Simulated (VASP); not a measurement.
# RbCdN3O6 in VASP: further runs

RbCdN3O6 is run at these levels: PBE; tasks: single point, molecular dynamics.

Program: VASP 6.6.1. These are calculated values, not measurements. Logs are shortened: lines on timing, memory, paths and dates and some standing lists are left out, and cuts for length are marked.

## (1) The cell of the first run

The cell holds an amorphous packing of atoms, 11 atoms: a = 5.633 Å, b = 5.513 Å, c = 5.739 Å, α = 93.49°, β = 87.09°, γ = 89.23°.

## (2) Single point, PBE

Contents of INCAR:

```
SYSTEM = RbCdN3O6
  ALGO = Normal
  EDIFF = 1E-7
  ENCUT = 520
  GGA = PE
  ISIF = 2
  ISMEAR = -1
  LASPH = .TRUE.
  LCHARG = .TRUE.
  LELF = .TRUE.
  LREAL = .FALSE.
  LVHAR = .TRUE.
  LWAVE = .FALSE.
  NBANDS = 47
  NELM = 100
  PREC = Accurate
  SIGMA = 0.1
```

Contents of KPOINTS:

```
k-points
0
G
  3 3 3
  0 0 0
```

Contents of POSCAR:

```
RbCdN3O6
1.0
    5.6135740000     -0.0379950000      0.4671900000
    0.0969270000      5.5088160000      0.1803260000
   -0.1866000000     -0.5329310000      5.7113950000
Cd N O Rb
1 3 6 1
Direct
    0.2757549026      0.1522741476      0.4469883591
    0.9654064748      0.7497373147      0.3738557074
    0.6172176119      0.2224724743      0.1303822503
    0.1909850382      0.8494098782      0.0972100536
    0.5853441572      0.4873015851      0.3736517817
    0.8333203507      0.1041991205      0.3653545683
    0.9587278454      0.2015452883      0.0468053921
    0.1470467955      0.4927855950      0.1585010584
    0.8931293138      0.1725947265      0.6943171676
    0.2307985286      0.5205832545      0.7293686638
    0.7164518393      0.6937608550      0.8876183043
```

Potentials or basis: VASP PAW PBE potentials, release 64 (Cd, N, O, Rb_sv).

Command:

```sh
> cat potpaw_PBE.64/Cd/POTCAR potpaw_PBE.64/N/POTCAR potpaw_PBE.64/O/POTCAR potpaw_PBE.64/Rb_sv/POTCAR > POTCAR
> mpirun -np 1 vasp_std > vasp.out
```

OUTCAR:

```text
SYSTEM = RbCdN3O6
   EDIFF = 1E-7
   ENCUT = 520
   GGA = PE
   ISIF = 2
   ISMEAR = -1
   LASPH = .TRUE.
   LREAL = .FALSE.
   NELM = 100
   PREC = Accurate

 ion  position               nearest neighbor table
   1  0.276  0.152  0.447-   9 2.52  10 2.52   6 2.57   5 2.60   4 2.60   3 2.63   8 2.69  11 4.49
                            11 4.57  11 4.62  11 4.78
   2  0.965  0.750  0.374-  11 3.19  11 3.23
   3  0.617  0.222  0.130-   1 2.63  11 3.07  11 3.18
   4  0.191  0.849  0.097-   1 2.60  11 3.10  11 3.22
   5  0.585  0.487  0.374-   1 2.60  11 3.13  11 3.22
   6  0.833  0.104  0.365-   9 1.95   1 2.57  11 3.54
   7  0.959  0.202  0.047-  11 3.22  11 3.23
   8  0.147  0.493  0.159-   1 2.69  11 3.17  11 3.71
   9  0.893  0.173  0.694-   6 1.95   1 2.52  11 3.08  11 3.15
  10  0.231  0.521  0.729-   1 2.52  11 3.07  11 3.11
  11  0.716  0.694  0.888-   3 3.07  10 3.07   9 3.08   4 3.10  10 3.11   5 3.13   9 3.15   8 3.17
                             3 3.18   2 3.19   5 3.22   7 3.22   4 3.22   7 3.23   2 3.23   6 3.54

  LATTYP: Found a triclinic cell.
 ALAT       =     5.5126187998
 B/A-ratio  =     1.4393648192
 C/A-ratio  =     1.0411094107
 COS(alpha) =     0.0062129197
 COS(beta)  =     0.0608122472
 COS(gamma) =     0.7043311029

  Lattice vectors:

 A1 = (   0.0969270000,   5.5088160000,   0.1803260000)
 A2 = (   5.7105010000,   5.4708210000,   0.6475160000)
 A3 = (   0.1866000000,   0.5329310000,  -5.7113950000)

Analysis of symmetry for initial positions (statically):
=====================================================================
 Subroutine PRICEL returns:
 Original cell was already a primitive cell.

 Routine SETGRP: Setting up the symmetry group for a
 triclinic supercell.

 Subroutine GETGRP returns: Found  1 space group operations
 (whereof  1 operations were pure point group operations)
 out of a pool of  2 trial point group operations.

The static configuration has the point symmetry C_1 .

Analysis of symmetry for dynamics (positions and initial velocities):
=====================================================================
 Subroutine PRICEL returns:
 Original cell was already a primitive cell.

 Routine SETGRP: Setting up the symmetry group for a
 triclinic supercell.

 Subroutine GETGRP returns: Found  1 space group operations
 (whereof  1 operations were pure point group operations)
 out of a pool of  2 trial point group operations.

The dynamic configuration has the point symmetry C_1 .

 Subroutine INISYM returns: Found  1 space group operations
 (whereof  1 operations are pure point group operations),
 and found     1 'primitive' translations

----------------------------------------------------------------------------------------

                                     Primitive cell

  volume of cell :     177.6379

  direct lattice vectors                    reciprocal lattice vectors
     5.613574000 -0.037995000  0.467190000     0.177659855 -0.003305810  0.005495953
     0.096927000  5.508816000  0.180326000    -0.000180004  0.180977788  0.016881180
    -0.186600000 -0.532931000  5.711395000    -0.014526827 -0.005443602  0.174106016

  length of vectors
     5.633109547  5.512618800  5.739239310     0.177775583  0.181763490  0.174795785

  position of ions in fractional coordinates (direct lattice)
     0.275754903  0.152274148  0.446988359
     0.965406475  0.749737315  0.373855707
     0.617217612  0.222472474  0.130382250
     0.190985038  0.849409878  0.097210054
     0.585344157  0.487301585  0.373651782
     0.833320351  0.104199120  0.365354568
     0.958727845  0.201545288  0.046805392
     0.147046796  0.492785595  0.158501058
     0.893129314  0.172594727  0.694317168
     0.230798529  0.520583254  0.729368664
     0.716451839  0.693760855  0.887618304

  ion indices of the primitive-cell ions
   primitive index   ion index
                 1           1
                 2           2
                 3           3
                 4           4
                 5           5
                 6           6
                 7           7
                 8           8
                 9           9
                10          10
                11          11

----------------------------------------------------------------------------------------

 KPOINTS: k-points

Automatic generation of k-mesh.
 Grid dimensions read from file:
 generate k-points for:    3    3    3

 Generating k-lattice:

  Cartesian coordinates                     Fractional coordinates (reciprocal lattice)
     0.059219952 -0.001101937  0.001831984     0.333333333  0.000000000 -0.000000000
    -0.000060001  0.060325929  0.005627060     0.000000000  0.333333333  0.000000000
    -0.004842276 -0.001814534  0.058035339    -0.000000000  0.000000000  0.333333333

  Length of vectors
     0.059258528  0.060587830  0.058265262

  Shift w.r.t. Gamma in fractional coordinates (k-lattice)
     0.000000000  0.000000000  0.000000000

[... 33 lines left out ...]
   ISPIN  =      1    spin polarized calculation?
   LNONCOLLINEAR =      F non collinear calculations
   LSORBIT =      F    spin-orbit coupling
   LASPH  =      T    aspherical Exc in radial PAW
   ENCUT  =  520.0 eV  38.22 Ry    6.18 a.u.  10.47 10.25 10.67*2*pi/ulx,y,z
   NELM   =    100;   NELMIN=  2; NELMDL= -5     # of ELM steps
   EDIFF  = 0.1E-06   stopping-criterion for ELM
   LREAL  =      F    real-space projection
   EDIFFG = 0.1E-05   stopping-criterion for IOM
   NSW    =      0    number of steps for IOM
   IBRION =     -1    ionic relax: 0-MD 1-quasi-New 2-CG
   NFREE  =      0    steps in history (QN), initial steepest desc. (CG)
   ISIF   =      2    stress and relaxation
   ISYM   =      2    0-nonsym 1-usesym 2-fastsym
   POTIM  = 0.5000    time-step for ionic-motion
   TEBEG  =    0.0;   TEEND  =   0.0 temperature during run
   PSTRESS=    0.0 pullay stress
   NELECT =      72.0000    total number of electrons
   NUPDOWN=      -1.0000    fix difference up-down
   EMIN   =  10.00;   EMAX   =-10.00  energy-range for DOS
   EFERMI =   0.00;   METHOD = LEGACY
   ISMEAR =    -1;   SIGMA  =   0.10  broadening in eV -4-tet -1-fermi 0-gaus
   EFERMI_NEDOS =   21; number of points for ismear=-14 and -15
   IALGO  =     38    algorithm
   IMIX   =      4    mixing-type and parameters
     AMIX     =   0.40;   BMIX     =  1.00
     AMIX_MAG =   1.60;   BMIX_MAG =  1.00
  volume/ion in A,a.u.               =      16.15       108.98
  Fermi-wavevector in a.u.,A,eV,Ry     =   1.211547  2.289493 19.971275  1.467847
  Thomas-Fermi vector in A             =   2.347060
   LORBIT       =      0    0 simple, 1 ext, 2 COOP (PROOUT), +10 PAW based schemes
   GGA     = PE    functional components
   LHFCALC =     F    Hartree Fock is set to
   AEXX    =    0.0000 exact exchange contribution
   IVDW    =     0    specifies the selected vdW correction
   LEPSILON=     F    determine dielectric tensor
   LRPA    =     F    only Hartree local field effects (RPA)
 non-spin polarized calculation
  energy-cutoff  :      520.00
  volume of cell :      177.64
 maximum number of plane-waves:      4799
 NGX is ok and might be reduce to    42
   NGX = 21   NGY = 21   NGZ = 21

 number of electron      71.9999997 magnetization

 Free energy of the ion-electron system (eV)
  ---------------------------------------------------
  ext. energy  EPLUGINS =         0.00000000
  ---------------------------------------------------
  free energy    TOTEN  =       -38.31469767 eV

  energy without entropy =      -37.96642704  energy(sigma->0) =      -38.14056236

 E-fermi :  -0.9132     XC(G=0):  -8.9495

 val. band max:       -0.9760661435   @ k =   0.0000   0.3333   0.0000
 cond. band min:      -0.8776931741   @ k =   0.3333   0.3333   0.3333
 fundamental gap:      0.0983729695
 Fermi energy:        -0.9131837522

 k-point     1 :       0.0000    0.0000    0.0000
  band No.  band energies     occupation
      1     -25.1096      2.00000
      2     -19.8566      2.00000
      3     -18.2456      2.00000
      4     -17.4986      2.00000
      5     -17.2810      2.00000
      6     -16.7030      2.00000
[... 39 lines left out ...]
     46       1.5900      0.00000
     47       6.2540      0.00000
[... 648 lines left out ...]
     46       2.1888      0.00000
     47       6.0276      0.00000

------------------------ aborting loop because EDIFF is reached ----------------------------------------

  FORCE on cell =-STRESS in cart. coord.  units (eV):
  Direction    XX          YY          ZZ          XY          YZ          ZX
  --------------------------------------------------------------------------------------
  -------------------------------------------------------------------------------------
  Total      -12.4599468    -15.7346602    -18.2250007     -1.2252495     -4.2298637      3.5277247
  in kB     -112.3805394   -141.9163041   -164.3775410    -11.0509459    -38.1505933     31.8177609
  external PRESSURE =    -139.5581282 kB  Pullay stress =       0.0000000 kB

 VOLUME and BASIS-vectors are now :
 -----------------------------------------------------------------------------
  energy-cutoff  :      520.00
  volume of cell :      177.64
      direct lattice vectors                 reciprocal lattice vectors
     5.613574000 -0.037995000  0.467190000     0.177659855 -0.003305810  0.005495953
     0.096927000  5.508816000  0.180326000    -0.000180004  0.180977788  0.016881180
    -0.186600000 -0.532931000  5.711395000    -0.014526827 -0.005443602  0.174106016

 POSITION                                       TOTAL-FORCE (eV/Angst)
 -----------------------------------------------------------------------------------
      1.47932      0.59016      2.70922        -0.564823      1.219134      0.196288
      5.42229      3.89425      2.72146         2.924404      1.124040     -3.186715
      3.46203      1.13262      1.07314         2.496494      1.926720      4.204471
      1.13630      4.62018      0.79760        -2.238111     -2.580815      3.069575
      3.26338      2.46308      2.49541        -0.252668     -2.458108     -2.831707
      4.61983      0.34764      2.49479        -0.508042     -0.892064      0.818291
      5.39269      1.04891      0.75158        -1.907552     -0.076754     -0.988606
      0.84365      2.62461      1.06282        -0.528389      2.358099      0.350174
      4.90082      0.54684      4.41390         0.425299     -0.061439     -0.675765
      1.20996      2.47033      4.36741         0.110110     -0.351568     -0.674209
      3.92347      3.32154      5.52936         0.043278     -0.207246     -0.281798
 -----------------------------------------------------------------------------------
    total drift:                                0.001539      0.000458     -0.000276

  FREE ENERGIE OF THE ION-ELECTRON SYSTEM (eV)
  ---------------------------------------------------
  free  energy   TOTEN  =       -38.3146976740 eV

  energy  without entropy=      -37.9664270447  energy(sigma->0) =      -38.14056236
```

Run time: 2.3 min. Hardware: 1 thread of Intel Xeon Platinum 8559C (Emerald Rapids), shared host; peak memory 0.33 GiB.

Results:

```yaml
Free_energy: -38.3147 eV
Pressure: -14.0 GPa
Largest_force: 5.256 eV/Å
Band_gap_on_the_k_mesh: 0.10 eV, indirect (least direct gap 0.14 eV)
```

Forces in eV/Å, atoms in the order of the input:
```
Cd  -0.565  1.219  0.196
N    2.924  1.124 -3.187
N    2.496  1.927  4.204
N   -2.238 -2.581  3.070
O   -0.253 -2.458 -2.832
O   -0.508 -0.892  0.818
O   -1.908 -0.077 -0.989
O   -0.528  2.358  0.350
O    0.425 -0.061 -0.676
O    0.110 -0.352 -0.674
Rb   0.043 -0.207 -0.282
```

Stress tensor (GPa, compression positive):
```
-11.24  -1.11   3.18
 -1.11 -14.19  -3.82
  3.18  -3.82 -16.44
```

## (3) Single point, PBE

Contents of INCAR:

```
ALGO     = Normal         # electronic algorithm
EDIFF    = 1E-6           # SCF threshold, eV
ENCUT    = 520            # plane-wave cutoff, eV
GGA      = PE             # functional
ISIF     = 2              # what is computed and relaxed
ISMEAR   = -1             # smearing method
LASPH    = True           # aspherical terms in the spheres
LCHARG   = False          # write CHGCAR
LREAL    = False          # projectors in reciprocal space
LWAVE    = False          # write WAVECAR
NBANDS   = 47             # bands
NELM     = 100            # most SCF steps
PREC     = Accurate       # precision mode
SIGMA    = 0.1            # smearing width, eV
```

Contents of KPOINTS:

```
k-points
0
Gamma
  3 3 3
```

Contents of POSCAR:

```
RbCdN3O6
1.0
    5.6135740000     -0.0379950000      0.4671900000
    0.0969270000      5.5088160000      0.1803260000
   -0.1866000000     -0.5329310000      5.7113950000
Cd N O Rb
1 3 6 1
Direct
    0.2722886856      0.1562275915      0.4464113500
    0.9887534799      0.7589318709      0.3458671854
    0.6455505267      0.2447491055      0.1586680001
    0.1671796339      0.8317305034      0.1237802169
    0.5824965801      0.4640086177      0.3543012880
    0.8291872017      0.1074903705      0.3747665365
    0.9428605920      0.2050412243      0.0458453138
    0.1471740208      0.5095632289      0.1540765908
    0.8976833098      0.1622480929      0.6859695022
    0.2370713332      0.5125353897      0.7271703651
    0.7186691163      0.6896929636      0.8888163754
```

Potentials or basis: VASP PAW PBE potentials, release 64 (Cd, N, O, Rb_sv).

Command:

```sh
> cat potpaw_PBE.64/Cd/POTCAR potpaw_PBE.64/N/POTCAR potpaw_PBE.64/O/POTCAR potpaw_PBE.64/Rb_sv/POTCAR > POTCAR
> mpirun -np 1 vasp_std > vasp.out
```

Run time: 2 min. Hardware: 1 thread of Intel Xeon Platinum 8559C (Emerald Rapids), shared host; peak memory 0.33 GiB.

Results (log left out):

- Free energy: -43.8766 eV
- Pressure: -12.3 GPa
- Largest force: 7.769 eV/Å
- Band gap on the k mesh: 0.09 eV, indirect (least direct gap 0.13 eV)

Forces on the atoms (eV/Å):
```
Cd  -0.700  1.534  0.764
N    4.753  1.529 -5.058
N    1.981  2.238  4.839
N   -3.717 -4.414  5.202
O    0.887 -3.227 -4.320
O   -0.032 -0.921  0.780
O   -2.859  0.218 -0.528
O   -0.300  3.508  0.418
O   -0.053  0.256 -0.768
O    0.073 -0.651 -0.767
Rb  -0.032 -0.070 -0.561
```

Stress tensor (GPa, compression positive):
```
-10.12  -0.01   6.59
 -0.01 -10.89  -3.66
  6.59  -3.66 -15.90
```

Levels at points of the mesh, in eV from the valence-band top:
```tsv
k point	band 32	band 33	band 34	band 35	band 36	band 37	band 38	band 39	band 40	band 41
(0.00, 0.00, 0.00)	-1.05	-0.53	-0.47	-0.19	0.00	0.21	0.50	1.06	1.90	2.14
```

## (4) Single point, PBE

Contents of INCAR:

```
ALGO = Normal
EDIFF = 1E-7
ENCUT = 520
GGA = PE
ISIF = 2
ISMEAR = -1
LASPH = True
LCHARG = False
LREAL = False
LWAVE = False
NBANDS = 47
NELM = 100
PREC = Accurate
SIGMA = 0.1
```

KPOINTS is that of step 3.

Contents of POSCAR:

```
RbCdN3O6
1.0
    5.6135740000     -0.0379950000      0.4671900000
    0.0969270000      5.5088160000      0.1803260000
   -0.1866000000     -0.5329310000      5.7113950000
Cd N O Rb
1 3 6 1
Direct
    0.2688758301      0.1606213943      0.4463875616
    1.0264422307      0.7710777268      0.3013272750
    0.6781952381      0.2751287340      0.2032130684
    0.1338026905      0.8002782643      0.1681772566
    0.5835202898      0.4304256558      0.3214372704
    0.8257523487      0.1067087326      0.3865534429
    0.9185463810      0.2089785358      0.0438089211
    0.1459681658      0.5369153228      0.1511934195
    0.9014518297      0.1540625814      0.6751788715
    0.2428875726      0.5024385132      0.7220161848
    0.7205355797      0.6860974017      0.8894220733
```

Command:

```sh
> cat potpaw_PBE.64/Cd/POTCAR potpaw_PBE.64/N/POTCAR potpaw_PBE.64/O/POTCAR potpaw_PBE.64/Rb_sv/POTCAR > POTCAR
> mpirun -np 1 vasp_std > vasp.out
```

Run time: 2.2 min. Hardware: 1 thread of Intel Xeon Platinum 8559C (Emerald Rapids), shared host; peak memory 0.33 GiB.

Results (log left out):

```yaml
Free_energy: -45.1635 eV
Pressure: 17.8 GPa
Largest_force: 47.321 eV/Å
```

Forces in eV/Å, atoms in the order of the input:
```
Cd   -1.198   1.909   1.859
N   -30.597  -9.771  34.751
N     2.017  -6.205  -1.375
N    30.312  12.814 -32.517
O    -0.774   5.458   1.225
O     0.169  -0.917   1.728
O    -0.855   1.296   0.021
O     1.066  -4.088  -1.879
O    -0.533   0.426  -1.829
O     0.465  -0.951  -1.018
Rb   -0.072   0.030  -0.965
```

Stress tensor (GPa, compression positive):
```
 17.78   4.84 -19.78
  4.84  13.91  -4.64
-19.78  -4.64  21.57
```

Levels at points of the mesh, in eV from the Fermi level:
```tsv
k point	band 32	band 33	band 34	band 35	band 36	band 37	band 38	band 39	band 40	band 41
(0.00, 0.00, 0.00)	-1.43	-0.79	-0.59	-0.26	-0.12	0.11	1.09	1.58	2.07	3.31
```

Caveat: the k points lie up to 0.38 Å⁻¹ apart; the standard files for N, O and F lose accuracy on very short bonds.

## (5) Molecular dynamics, PBE

Contents of INCAR:

```
SYSTEM = RbCdN3O6
ALGO = Normal ; ANDERSEN_PROB = 0.0
EDIFF = 1E-5 ; ENCUT = 520
GGA = PE ; IBRION = 0
ISIF = 2 ; ISMEAR = -1
ISYM = 0 ; LASPH = .True.
LCHARG = .False. ; LREAL = .False.
LWAVE = .False. ; MDALGO = 1
NBANDS = 47 ; NELM = 100
NELMIN = 4 ; NSW = 20
POTIM = 1.0 ; PREC = Accurate
RANDOM_SEED = 900653 0 0 ; SIGMA = 0.1
TEBEG = 300.0 ; TEEND = 300.0
```

Contents of KPOINTS:

```
k-points
0
Gamma
  3 3 3
  0 0 0
```

Contents of POSCAR:

```
RbCdN3O6
1.0
    5.6135740000     -0.0379950000      0.4671900000
    0.0969270000      5.5088160000      0.1803260000
   -0.1866000000     -0.5329310000      5.7113950000
Cd N O Rb
1 3 6 1
Direct
    0.2787590000      0.1493040000      0.4477430000
    0.9595880000      0.7455190000      0.3806550000
    0.6043270000      0.2145550000      0.1256790000
    0.2016840000      0.8524290000      0.0911040000
    0.5870180000      0.4955560000      0.3783100000
    0.8351640000      0.0965550000      0.3603550000
    0.9640500000      0.1972790000      0.0436720000
    0.1439890000      0.4893830000      0.1646890000
    0.8906910000      0.1823420000      0.6990920000
    0.2250050000      0.5262470000      0.7279910000
    0.7142720000      0.6975980000      0.8861390000
```

Command:

```sh
> cat potpaw_PBE.64/Cd/POTCAR potpaw_PBE.64/N/POTCAR potpaw_PBE.64/O/POTCAR potpaw_PBE.64/Rb_sv/POTCAR > POTCAR
> mpirun -np 1 vasp_std > vasp.out
```

It took 15 min on 1 thread of Intel Xeon Platinum 8559C (Emerald Rapids), shared host; peak memory 0.46 GiB.

Step by step:
| step | potential energy change (eV) | largest force (eV/Å) | pressure (GPa) | volume (Å³) | temperature (K) |
| --- | --- | --- | --- | --- | --- |
| 1 | 0.0000 | 4.7469 | -14.21 | 177.64 | 296 |
| 2 | -0.0230 | 4.7804 | -14.21 | 177.64 | 314 |
| 3 | -0.0918 | 4.8433 | -14.20 | 177.64 | 367 |
| 4 | -0.2087 | 4.9400 | -14.20 | 177.64 | 458 |
| 5 | -0.3773 | 5.0694 | -14.22 | 177.64 | 588 |
| 6 | -0.6033 | 5.2307 | -14.21 | 177.64 | 764 |
| 7 | -0.8939 | 5.4250 | -14.22 | 177.64 | 989 |
| 8 | -1.2590 | 5.6533 | -14.21 | 177.64 | 1272 |
| 9 | -1.7107 | 5.9142 | -14.20 | 177.64 | 1622 |
| 10 | -2.2638 | 6.2065 | -14.18 | 177.64 | 2051 |
| 11 | -2.9362 | 6.5253 | -14.12 | 177.64 | 2572 |
| 12 | -3.7482 | 6.8546 | -14.00 | 177.64 | 3201 |
| 13 | -4.7210 | 7.1622 | -13.80 | 177.64 | 3955 |
| 14 | -5.8729 | 7.3843 | -13.48 | 177.64 | 4846 |
| 15 | -7.2102 | 7.7325 | -12.84 | 177.64 | 5879 |
| 16 | -8.7086 | 8.0969 | -11.82 | 177.64 | 7033 |
| 17 | -10.2723 | 8.0794 | -10.02 | 177.64 | 8228 |
| 18 | -11.6455 | 7.1210 | -6.82 | 177.64 | 9257 |
| 19 | -12.2571 | 6.4196 | -1.09 | 177.64 | 9670 |
| 20 | -11.1957 | 19.8597 | 8.20 | 177.64 | 8798 |

Caveat: the k points lie up to 0.38 Å⁻¹ apart.
